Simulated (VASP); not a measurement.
CdS: single point with r2SCAN

Crystal: CdS.

```xyz
2
Lattice="0.0000 2.7269 2.7269 2.7269 0.0000 2.7269 2.7269 2.7269 0.0000" Properties=species:S:1:pos:R:3 pbc="T T T"
Cd    0.0463    0.0116    0.0000
S     2.5645    2.6863    2.7269
```

This cell differs from its parent crystal: mode 4 frozen in at -0.162 Å and mode 5 at -0.041 Å (largest displacements).

```yaml
Program: VASP 6.6.1
Task: single point
Functional: r2SCAN
Potentials_or_basis: VASP PAW PBE potentials, release 64 (Cd, S)
Cutoff: 520 eV
k_mesh: 8 × 8 × 8
Occupations: gaussian, width 0.05 eV
Spin: no spin polarisation
```

The pressure is 1.9 GPa, the largest force is 0.545 eV/Å and the band gap on the k mesh is 0.82 eV, indirect (least direct gap 2.29 eV).

Forces in eV/Å, atoms in the order of the input:
```
Cd  -0.539 -0.080  0.000
S    0.539  0.080  0.000
```

Stress tensor (GPa, compression positive):
```
 4.99 -0.20  0.00
-0.20  0.48  0.00
 0.00  0.00  0.21
```

Levels at points of the mesh, in eV from the valence-band top:
| k point | band 6 | band 7 | band 8 | band 9 | band 10 | band 11 | band 12 | band 13 |
| --- | --- | --- | --- | --- | --- | --- | --- | --- |
| (0.00, 0.00, 0.00) | -7.83 | -0.69 | -0.68 | -0.66 | 1.62 | 9.52 | 9.55 | 9.70 |
| (0.50, 0.00, 0.00) | -7.63 | -4.91 | -0.08 | -0.03 | 4.16 | 6.55 | 6.64 | 7.62 |
| (0.00, 0.00, 0.50) | -7.63 | -4.88 | -0.04 | 0.00 | 4.12 | 6.51 | 6.60 | 7.62 |
| (0.50, 0.50, 0.00) | -6.83 | -4.32 | -2.17 | -2.08 | 0.82 | 6.29 | 10.82 | 12.41 |
| (0.00, 0.50, 0.50) | -6.83 | -4.42 | -2.18 | -2.17 | 0.85 | 6.44 | 10.93 | 12.34 |
| (0.50, 0.00, 0.50) | -6.83 | -4.33 | -2.18 | -2.08 | 0.82 | 6.30 | 10.82 | 12.42 |

Wall time 2.8 min on 1 thread of Intel(R) Xeon(R) 6975P-C (Granite Rapids) (shared host), peak memory 0.24 GiB.

Caveat: the cell differs from its parent crystal (mode 4 frozen in at -0.162 Å and mode 5 at -0.041 Å (largest displacements)); the PAW data sets were made with another functional, which shifts forces and pressure a little. A k mesh can miss the band edges.
